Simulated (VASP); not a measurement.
# TaN (P6_3mc) in VASP: further runs, part 2 of 2

VASP 6.6.1. The steps go on from the part before.

### 4 Single point, r2SCAN (biaxial strain in the a-b plane: -4.5 %)

Contents of POSCAR:

```
TaN
1.0
    2.9934082327      0.0000000000      0.0000000000
   -1.4967041163      2.5923675734      0.0000000000
    0.0000000000      0.0000000000      6.2512020922
Ta N
2 2
Direct
    0.3333333333      0.6666666667      0.0348966265
    0.6666666667      0.3333333333      0.5348966265
    0.3333333333      0.6666666667      0.3501033735
    0.6666666667      0.3333333333      0.8501033735
```

Contents of INCAR.step1:

```
  PREC = Accurate
  ENCUT = 520
  ISMEAR = 0
  SIGMA = 0.1
  LREAL = F
  LASPH = T
  NELM = 100
  NBANDS = 24
  GGA = PE
  ALGO = Normal
  EDIFF = 1E-4
  LWAVE = T
  LCHARG = F
```

Contents of INCAR.step2:

```
  PREC = Accurate
  ENCUT = 520
  EDIFF = 1E-6
  ISMEAR = 0
  SIGMA = 0.1
  LREAL = F
  LASPH = T
  NELM = 100
  ALGO = Normal
  ISIF = 2
  LWAVE = F
  LCHARG = F
  METAGGA = R2SCAN
  LMIXTAU = T
  NBANDS = 24
  ISTART = 1
```

Contents of KPOINTS:

```
regular mesh
0
Gamma
  18 18 10
```

Potentials or basis: VASP PAW PBE potentials, release 64 (Ta_pv, N).

On the command line:

```sh
$ cat potpaw_PBE.64/Ta_pv/POTCAR potpaw_PBE.64/N/POTCAR > POTCAR
$ cp INCAR.step1 INCAR
$ mpirun -np 1 vasp_std > vasp.out
$ cp INCAR.step2 INCAR
$ mpirun -np 1 vasp_std > vasp.out
```

OUTCAR:

```text
PREC = Accurate
   ENCUT = 520
   EDIFF = 1E-6
   ISMEAR = 0
   LREAL = F
   LASPH = T
   NELM = 100
   ISIF = 2
   METAGGA = R2SCAN
   ISTART = 1

 ion  position               nearest neighbor table
   1  0.333  0.667  0.035-   3 1.97   4 2.08   4 2.08   4 2.08   2 3.57   2 3.57   2 3.57   2 3.57
                             2 3.57   2 3.57
   2  0.667  0.333  0.535-   4 1.97   3 2.08   3 2.08   3 2.08   1 3.57   1 3.57   1 3.57   1 3.57
                             1 3.57   1 3.57
   3  0.333  0.667  0.350-   1 1.97   2 2.08   2 2.08   2 2.08
   4  0.667  0.333  0.850-   2 1.97   1 2.08   1 2.08   1 2.08

  LATTYP: Found a hexagonal cell.
 ALAT       =     2.9934082327
 C/A-ratio  =     2.0883226096

  Lattice vectors:

 A1 = (   2.9934082327,   0.0000000000,   0.0000000000)
 A2 = (  -1.4967041163,   2.5923675734,   0.0000000000)
 A3 = (   0.0000000000,   0.0000000000,   6.2512020922)

Analysis of symmetry for initial positions (statically):
=====================================================================
 Subroutine PRICEL returns:
 Original cell was already a primitive cell.

 Routine SETGRP: Setting up the symmetry group for a
 hexagonal supercell.

 Subroutine GETGRP returns: Found 12 space group operations
 (whereof  6 operations were pure point group operations)
 out of a pool of 24 trial point group operations.

The static configuration has the point symmetry C_3v.
 The point group associated with its full space group is C_6v.

Analysis of symmetry for dynamics (positions and initial velocities):
=====================================================================
 Subroutine PRICEL returns:
 Original cell was already a primitive cell.

 Routine SETGRP: Setting up the symmetry group for a
 hexagonal supercell.

 Subroutine GETGRP returns: Found 12 space group operations
 (whereof  6 operations were pure point group operations)
 out of a pool of 24 trial point group operations.

The dynamic configuration has the point symmetry C_3v.
 The point group associated with its full space group is C_6v.

 Subroutine INISYM returns: Found 12 space group operations
 (whereof  6 operations are pure point group operations),
 and found     1 'primitive' translations

----------------------------------------------------------------------------------------

                                     Primitive cell

  volume of cell :      48.5094

  direct lattice vectors                    reciprocal lattice vectors
     2.993408233  0.000000000  0.000000000     0.334067365  0.192873883  0.000000000
    -1.496704116  2.592367573  0.000000000     0.000000000  0.385747766  0.000000000
     0.000000000  0.000000000  6.251202092     0.000000000  0.000000000  0.159969232

  length of vectors
     2.993408233  2.993408233  6.251202092     0.385747766  0.385747766  0.159969232

  position of ions in fractional coordinates (direct lattice)
     0.333333333  0.666666667  0.034896627
     0.666666667  0.333333333  0.534896627
     0.333333333  0.666666667  0.350103373
     0.666666667  0.333333333  0.850103373

  ion indices of the primitive-cell ions
   primitive index   ion index
[... 25 lines left out ...]

 Subroutine IBZKPT returns following result:
 ===========================================

 Found    222 irreducible k-points:

 Following reciprocal coordinates:
            Coordinates               Weight
  0.000000  0.000000  0.000000      1.000000
  0.055556 -0.000000  0.000000      6.000000
  0.111111 -0.000000  0.000000      6.000000
  0.166667  0.000000  0.000000      6.000000
  0.222222  0.000000  0.000000      6.000000
  0.277778  0.000000  0.000000      6.000000
[... 16 lines left out ...]
  0.333333  0.111111  0.000000     12.000000
  0.388889  0.111111  0.000000     12.000000
 [... further k-points ...]
   k-points           NKPTS =    222   k-points in BZ     NKDIM =    222   number of bands    NBANDS=     24
   number of dos      NEDOS =    301   number of ions     NIONS =      4
   total plane-waves  NPLWV =  27648
   dimension x,y,z NGX =    24 NGY =   24 NGZ =   48
   dimension x,y,z NGXF=    48 NGYF=   48 NGZF=   96
   ions per type =               2   2
   NGX,Y,Z   is equivalent  to a cutoff of  13.33, 13.33, 12.77 a.u.
   NGXF,Y,Z  is equivalent  to a cutoff of  26.66, 26.66, 25.53 a.u.
 SYSTEM =  unknown system
   PREC   = accura    normal or accurate (medium, high low for compatibility)
   ISTART =      1    job   : 0-new  1-cont  2-samecut
   ICHARG =      0    charge: 1-file 2-atom 10-const
   ISPIN  =      1    spin polarized calculation?
   LNONCOLLINEAR =      F non collinear calculations
   LSORBIT =      F    spin-orbit coupling
   LASPH  =      T    aspherical Exc in radial PAW
   ENCUT  =  520.0 eV  38.22 Ry    6.18 a.u.   5.57  5.57 11.62*2*pi/ulx,y,z
   NELM   =    100;   NELMIN=  2; NELMDL=  0     # of ELM steps
   EDIFF  = 0.1E-05   stopping-criterion for ELM
   LREAL  =      F    real-space projection
   EDIFFG = 0.1E-04   stopping-criterion for IOM
   NSW    =      0    number of steps for IOM
   IBRION =     -1    ionic relax: 0-MD 1-quasi-New 2-CG
   NFREE  =      0    steps in history (QN), initial steepest desc. (CG)
   ISIF   =      2    stress and relaxation
   ISYM   =      2    0-nonsym 1-usesym 2-fastsym
   POTIM  = 0.5000    time-step for ionic-motion
   TEBEG  =    0.0;   TEEND  =   0.0 temperature during run
   PSTRESS=    0.0 pullay stress
   NELECT =      32.0000    total number of electrons
   NUPDOWN=      -1.0000    fix difference up-down
   EMIN   =  10.00;   EMAX   =-10.00  energy-range for DOS
   EFERMI =   0.00;   METHOD = LEGACY
   ISMEAR =     0;   SIGMA  =   0.10  broadening in eV -4-tet -1-fermi 0-gaus
   EFERMI_NEDOS =   21; number of points for ismear=-14 and -15
   IALGO  =     38    algorithm
   IMIX   =      4    mixing-type and parameters
     AMIX     =   0.40;   BMIX     =  1.00
     AMIX_MAG =   1.60;   BMIX_MAG =  1.00
  volume/ion in A,a.u.               =      12.13        81.84
  Fermi-wavevector in a.u.,A,eV,Ry     =   1.425114  2.693074 27.632733  2.030949
  Thomas-Fermi vector in A             =   2.545532
   LORBIT       =      0    0 simple, 1 ext, 2 COOP (PROOUT), +10 PAW based schemes
   METAGGA = R2SCAN    functional components
   LHFCALC =     F    Hartree Fock is set to
   AEXX    =    0.0000 exact exchange contribution
   IVDW    =     0    specifies the selected vdW correction
   LEPSILON=     F    determine dielectric tensor
   LRPA    =     F    only Hartree local field effects (RPA)
 non-spin polarized calculation
 Gauss-broadening in eV      SIGMA  =   0.10
  energy-cutoff  :      520.00
  volume of cell :       48.51
 maximum number of plane-waves:      1344
 NGX is ok and might be reduce to    24
   NGX = 11   NGY = 11   NGZ = 23

 number of electron      31.9999997 magnetization

 Free energy of the ion-electron system (eV)
  ---------------------------------------------------
  ext. energy  EPLUGINS =         0.00000000
  ---------------------------------------------------
  free energy    TOTEN  =      -118.81178715 eV

  energy without entropy =     -118.81065004  energy(sigma->0) =     -118.81121860

 E-fermi :   6.9619     XC(G=0): -13.4407

 val. band max:        6.9241069297   @ k =   0.1111  -0.0000   0.0000
 cond. band min:       7.0055549086   @ k =   0.1111  -0.0000   0.1000
 fundamental gap:      0.0814479789
 Fermi energy:         6.9618541322

 k-point     1 :       0.0000    0.0000    0.0000
  band No.  band energies     occupation
      1     -29.7509      2.00000
      2     -29.3733      2.00000
      3     -28.9457      2.00000
      4     -28.9457      2.00000
      5     -28.9207      2.00000
      6     -28.9207      2.00000
[... 637 lines left out ...]
     23      13.3768      0.00000
     24      14.3510      0.00000

 [... further k-points ...]

------------------------ aborting loop because EDIFF is reached ----------------------------------------

  FORCE on cell =-STRESS in cart. coord.  units (eV):
  Direction    XX          YY          ZZ          XY          YZ          ZX
  --------------------------------------------------------------------------------------
  -------------------------------------------------------------------------------------
  Total        7.0655508      7.0655508      1.1409749      0.0000000      0.0000000      0.0000000
  in kB      233.3622137    233.3622137     37.6843126      0.0000000      0.0000000      0.0000000
  external PRESSURE =     168.1362467 kB  Pullay stress =       0.0000000 kB

 VOLUME and BASIS-vectors are now :
 -----------------------------------------------------------------------------
  energy-cutoff  :      520.00
  volume of cell :       48.51
      direct lattice vectors                 reciprocal lattice vectors
     2.993408233  0.000000000  0.000000000     0.334067365  0.192873883  0.000000000
    -1.496704116  2.592367573  0.000000000     0.000000000  0.385747766  0.000000000
     0.000000000  0.000000000  6.251202092     0.000000000  0.000000000  0.159969232

 POSITION                                       TOTAL-FORCE (eV/Angst)
 -----------------------------------------------------------------------------------
     -0.00000      1.72825      0.21815         0.000000      0.000000      0.406576
      1.49670      0.86412      3.34375        -0.000000     -0.000000      0.406576
     -0.00000      1.72825      2.18857         0.000000      0.000000     -0.406576
      1.49670      0.86412      5.31417         0.000000     -0.000000     -0.406576
 -----------------------------------------------------------------------------------
    total drift:                               -0.000000      0.000000      0.000584

  FREE ENERGIE OF THE ION-ELECTRON SYSTEM (eV)
  ---------------------------------------------------
  free  energy   TOTEN  =      -118.8117871536 eV

  energy  without entropy=     -118.8106500376  energy(sigma->0) =     -118.81121860
```

Run time: 4.9 min. Hardware: 1 thread of Intel Xeon 6975P-C (Granite Rapids), shared host; peak memory 0.34 GiB.

What came out:

```
Free energy            : -118.8118 eV
Pressure               : 16.8 GPa
Largest force          : 0.407 eV/Å
Band gap on the k mesh : 0.02 eV (least direct gap 0.03 eV)
```

Forces on the atoms (eV/Å):
```
Ta   0.000  0.000  0.407
Ta   0.000  0.000  0.407
N    0.000  0.000 -0.407
N    0.000  0.000 -0.407
```

Levels at points of the mesh, in eV from the valence-band top:
```
           k point  band 14  band 15  band 16  band 17  band 18  band 19
(0.00, 0.00, 0.00)    -4.25    -1.01    -0.78     0.63     0.63     2.73
(0.50, 0.00, 0.00)    -3.52    -2.64    -0.49     1.27     2.76     3.31
(0.00, 0.00, 0.50)    -4.73    -0.20    -0.20     1.37     1.37     1.37
(0.50, 0.00, 0.50)    -4.67    -1.28    -1.28     1.84     1.84     4.53
```

Caveat: the cell differs from its parent crystal (biaxial strain in the a-b plane: -4.5 %); the stress differs along the axes, from 4 to 23 GPa; the smearing spreads over this small gap; the PAW data sets were made with another functional, which shifts forces and pressure a little; spin-orbit coupling is left out, which moves the levels of the heavy elements. A k mesh can miss the band edges.

### 5 Single point, r2SCAN (biaxial strain in the a-b plane: -4.5 %, then relaxed in part)

Contents of POSCAR:

```
TaN
1.0
    2.9934082327      0.0000000000      0.0000000000
   -1.4967041163      2.5923675734      0.0000000000
    0.0000000000      0.0000000000      6.2832109808
Ta N
2 2
Direct
    0.3333333333      0.6666666667      0.0364392815
    0.6666666667      0.3333333333      0.5364392815
    0.3333333333      0.6666666667      0.3485607185
    0.6666666667      0.3333333333      0.8485607185
```

Contents of INCAR.step1:

```
SYSTEM = TaN
PREC = Accurate ; ENCUT = 520
ISMEAR = 0 ; SIGMA = 0.1
LREAL = .False. ; LASPH = .True.
NELM = 80 ; NBANDS = 24
GGA = PE ; ALGO = Normal
EDIFF = 1E-4 ; LWAVE = .True.
LCHARG = .False.
```

Contents of INCAR.step2:

```
SYSTEM = TaN
PREC = Accurate ; ENCUT = 520
EDIFF = 1E-6 ; ISMEAR = 0
SIGMA = 0.1 ; LREAL = .False.
LASPH = .True. ; NELM = 80
ALGO = Normal ; ISIF = 2
LWAVE = .False. ; LCHARG = .False.
METAGGA = R2SCAN ; LMIXTAU = .True.
NBANDS = 24 ; ISTART = 1
```

Contents of KPOINTS:

```
regular mesh
0
Gamma
  18 18 10
  0 0 0
```

Potentials or basis: VASP PAW PBE potentials, release 64 (Ta_pv, N).

On the command line:

```sh
$ cat potpaw_PBE.64/Ta_pv/POTCAR potpaw_PBE.64/N/POTCAR > POTCAR
$ cp INCAR.step1 INCAR
$ mpirun -np 1 vasp_std > vasp.out
$ cp INCAR.step2 INCAR
$ mpirun -np 1 vasp_std > vasp.out
```

OUTCAR:

```text
SYSTEM = TaN
   PREC = Accurate
   ENCUT = 520
   EDIFF = 1E-6
   ISMEAR = 0
   LREAL = .False.
   LASPH = .True.
   NELM = 80
   ISIF = 2
   METAGGA = R2SCAN
   ISTART = 1

 ion  position               nearest neighbor table
   1  0.333  0.667  0.036-   3 1.96   4 2.09   4 2.09   4 2.09   2 3.59   2 3.59   2 3.59   2 3.59
                             2 3.59   2 3.59
   2  0.667  0.333  0.536-   4 1.96   3 2.09   3 2.09   3 2.09   1 3.59   1 3.59   1 3.59   1 3.59
                             1 3.59   1 3.59
   3  0.333  0.667  0.349-   1 1.96   2 2.09   2 2.09   2 2.09
   4  0.667  0.333  0.849-   2 1.96   1 2.09   1 2.09   1 2.09
[... 854 lines left out ...]
  -------------------------------------------------------------------------------------
  Total        6.3469439      6.3469439      0.6274316      0.0000000      0.0000000      0.0000000
  in kB      208.5600241    208.5600241     20.6173488      0.0000000      0.0000000      0.0000000
  external PRESSURE =     145.9124657 kB  Pullay stress =       0.0000000 kB

 VOLUME and BASIS-vectors are now :
 -----------------------------------------------------------------------------
  energy-cutoff  :      520.00
  volume of cell :       48.76
      direct lattice vectors                 reciprocal lattice vectors
     2.993408233  0.000000000  0.000000000     0.334067365  0.192873883  0.000000000
    -1.496704116  2.592367573  0.000000000     0.000000000  0.385747766  0.000000000
     0.000000000  0.000000000  6.283210981     0.000000000  0.000000000  0.159154293

 POSITION                                       TOTAL-FORCE (eV/Angst)
 -----------------------------------------------------------------------------------
     -0.00000      1.72825      0.22896         0.000000     -0.000000     -0.026779
      1.49670      0.86412      3.37056        -0.000000      0.000000     -0.026779
     -0.00000      1.72825      2.19008         0.000000      0.000000      0.026779
      1.49670      0.86412      5.33169        -0.000000     -0.000000      0.026779
 -----------------------------------------------------------------------------------
    total drift:                               -0.000000      0.000000      0.000829

  FREE ENERGIE OF THE ION-ELECTRON SYSTEM (eV)
  ---------------------------------------------------
  free  energy   TOTEN  =      -118.8239310412 eV

  energy  without entropy=     -118.8232021307  energy(sigma->0) =     -118.82356659
```

OUTCAR.step1:

```text
SYSTEM = TaN
   PREC = Accurate
   ENCUT = 520
   ISMEAR = 0
   LREAL = .False.
   LASPH = .True.
   NELM = 80
[... 881 lines left out ...]
      1.49670      0.86412      3.37056        -0.000000      0.000000     -0.083465
     -0.00000      1.72825      2.19008         0.000000     -0.000000      0.083465
      1.49670      0.86412      5.33169         0.000000     -0.000000      0.083465
 -----------------------------------------------------------------------------------
    total drift:                               -0.000000      0.000000      0.004289

  FREE ENERGIE OF THE ION-ELECTRON SYSTEM (eV)
  ---------------------------------------------------
  free  energy   TOTEN  =       -43.0559513792 eV

  energy  without entropy=      -43.0549368877  energy(sigma->0) =      -43.05544413
```

OSZICAR.step1:

```text
N       E                     dE             d eps       ncg     rms          rms(c)
DAV:   1     0.274015177059E+03    0.27402E+03   -0.17591E+04 10656   0.139E+03
DAV:   2    -0.360689184325E+02   -0.31008E+03   -0.29476E+03 12896   0.406E+02
DAV:   3    -0.495380053333E+02   -0.13469E+02   -0.13307E+02 13208   0.831E+01
DAV:   4    -0.496924558130E+02   -0.15445E+00   -0.15419E+00 12400   0.947E+00
DAV:   5    -0.496947031087E+02   -0.22473E-02   -0.22460E-02 13584   0.972E-01    0.362E+01
DAV:   6    -0.433998322888E+02    0.62949E+01   -0.27813E+01 13288   0.355E+01    0.145E+01
DAV:   7    -0.431216531334E+02    0.27818E+00   -0.18960E+00 12568   0.952E+00    0.988E+00
DAV:   8    -0.430599625334E+02    0.61691E-01   -0.22227E-01 13216   0.399E+00    0.132E+00
DAV:   9    -0.430560399718E+02    0.39226E-02   -0.17006E-02 12816   0.870E-01    0.190E-01
DAV:  10    -0.430559884642E+02    0.51508E-04   -0.12869E-03 13432   0.324E-01    0.687E-02
DAV:  11    -0.430559513792E+02    0.37085E-04   -0.12920E-04  8552   0.945E-02
   1 F= -.43055951E+02 E0= -.43055444E+02  d E =-.101449E-02
```

It took 5.1 min on 1 thread of Intel Xeon 6975P-C (Granite Rapids), shared host; peak memory 0.34 GiB.

What came out:

```
Free energy            : -118.8239 eV
Pressure               : 14.6 GPa
Largest force          : 0.027 eV/Å
Band gap on the k mesh : 0.05 eV
```

Forces on the atoms (eV/Å):
```
Ta   0.000  0.000 -0.027
Ta   0.000  0.000 -0.027
N    0.000  0.000  0.027
N    0.000  0.000  0.027
```

Levels at points of the mesh, in eV from the valence-band top:
```csv
k point,band 14,band 15,band 16,band 17,band 18,band 19
"(0.00, 0.00, 0.00)",-4.04,-1.15,-0.79,0.67,0.67,2.73
"(0.50, 0.00, 0.00)",-3.35,-2.65,-0.48,1.33,2.83,3.28
"(0.00, 0.00, 0.50)",-4.53,-0.29,-0.29,1.38,1.38,1.38
"(0.50, 0.00, 0.50)",-4.53,-1.31,-1.31,1.92,1.92,4.60
```

Caveat: the cell differs from its parent crystal (biaxial strain in the a-b plane: -4.5 %, then relaxed in part); the stress differs along the axes, from 2 to 21 GPa; the smearing spreads over this small gap; the PAW data sets were made with another functional, which shifts forces and pressure a little; spin-orbit coupling is left out, which moves the levels of the heavy elements. A k mesh can miss the band edges.

### 6 Summary

```csv
task,cell,k mesh,cutoff (eV),gap on the mesh (eV),pressure (GPa),largest force (eV/Å)
single point,"a = 3.134, b = 3.134, c = 5.904 Å, angles 90.0, 90.0, 120.0°, 4 atoms, atomic positions A",18 × 18 × 10,520,none,12.0,0.06
relaxation of cell and atoms,"relaxed from a = 3.050, b = 3.050, c = 4.940 Å, angles 90.0, 90.0, 120.0°, 4 atoms, atomic positions B",6 × 6 × 4,600,0.02,0.1,-
single point,"a = 2.993, b = 2.993, c = 6.251 Å, angles 90.0, 90.0, 120.0°, 4 atoms, atomic positions C",18 × 18 × 10,520,0.02,16.8,0.41
single point,"a = 2.993, b = 2.993, c = 6.283 Å, angles 90.0, 90.0, 120.0°, 4 atoms, atomic positions D",18 × 18 × 10,520,0.05,14.6,0.03
```

Alike in all rows: level r2SCAN; potentials or basis VASP PAW PBE potentials, release 64 (Ta_pv, N); no spin polarisation; smearing gaussian 0.1 eV.

Caveats: the PAW data sets were made with another functional, which shifts forces and pressure a little; spin-orbit coupling is left out, which moves the levels of the heavy elements; the smearing spreads over this small gap (at least some runs); the stress differs along the axes, from 8 to 20 GPa (at least some runs); the stress differs along the axes, from 4 to 23 GPa (at least some runs); the stress differs along the axes, from 2 to 21 GPa (at least some runs).

Total energies depend on the potentials used, so only differences within one code and one set of settings carry meaning.

The gap in the log of VASP goes by the Fermi energy; the results here count the filled bands.